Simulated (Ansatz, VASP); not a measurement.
One calculation of Te2Mo, two programs

```
Te Mo
1.0
     4.54152    2.62205    2.66927
    -4.54152    2.62205    2.66927
     0.00000   -5.24409    2.66927
Te Mo
4 2
Cartesian
  0.0000 -2.6220 1.3346
  2.2708 1.3110 1.3346
  -2.2708 1.3110 1.3346
  0.0000 0.0000 4.0039
  0.0000 0.0000 6.8588
  0.0000 0.0000 1.1490
```

Alike in both runs: functional PBE; k mesh 6 × 6 × 6; occupations gaussian, width 0.1 eV; no spin polarisation.

Ansatz relaxed the structure, and its values are those at the end. VASP's run is a single point on that final structure, the one shown.

|  | VASP | Ansatz |
| --- | --- | --- |
| version | VASP 6.6.1 | Ansatz 0.2.0 |
| potentials or method | VASP PAW PBE potentials, release 64 (Te, Mo_sv), cutoff 520 eV | scalar-relativistic, plane waves, PAW |
| valence electrons in the cell | 52 | 92 |

Ansatz gave:

| Quantity | Value |
| --- | --- |
| gap on the k mesh at the Fermi level (eV) | none |
| pressure (GPa) | 0.0 |
| rms of the force components (eV/Å) | 0.002 |

**Question.** Which values does VASP return?

**Answer.** gap on the k mesh at the Fermi level (eV): none; pressure (GPa): 0.0; rms of the force components (eV/Å): 0.042.

A gap of «none» marks a metal or a gap that the smearing closes. VASP's potentials hold 52 valence electrons a cell and Ansatz's 92, so a difference there can come from the potentials and not from the codes.

Spin-orbit coupling is off throughout.
